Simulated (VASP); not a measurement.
Input of a VASP 6.6.1 run:

The input INCAR:

```
SYSTEM = Zn
ALGO = Normal
EDIFF = 1E-6
ENCUT = 520
GGA = PE
ISIF = 2
ISMEAR = 0
ISPIN = 2
LASPH = .TRUE.
LCHARG = .FALSE.
LORBIT = 11
LREAL = .FALSE.
LWAVE = .FALSE.
MAGMOM = 0.5 0.5
NBANDS = 23
NELM = 150
PREC = Accurate
SIGMA = 0.05
```

Contents of KPOINTS:

```
k-points
0
G
  1 1 26
  0 0 0
```

Contents of POSCAR:

```
Zn
1.0
   11.1000000000      0.0000000000      0.0000000000
    0.0000000000      9.3000000000      0.0000000000
    0.0000000000      0.0000000000      2.5121900244
Zn
2
Direct
    0.4039193004      0.5000000000      0.0000000000
    0.5960806996      0.5000000000      0.5000000000
```

Potentials or basis: VASP PAW PBE potentials, release 64 (Zn).

Launch:

```bash
$ cat potpaw_PBE.64/Zn/POTCAR > POTCAR
$ mpirun -np 1 vasp_std > vasp.out
```

Predict the net moment.

0.03 μB per cell.

What does it give for the band gap on the k mesh?

Zero (filled and empty bands overlap).

What does it give for the largest force?

0.712 eV/Å.

Forces on the atoms (eV/Å):
```
Zn  -0.712  0.000  0.000
Zn   0.712  0.000  0.000
```
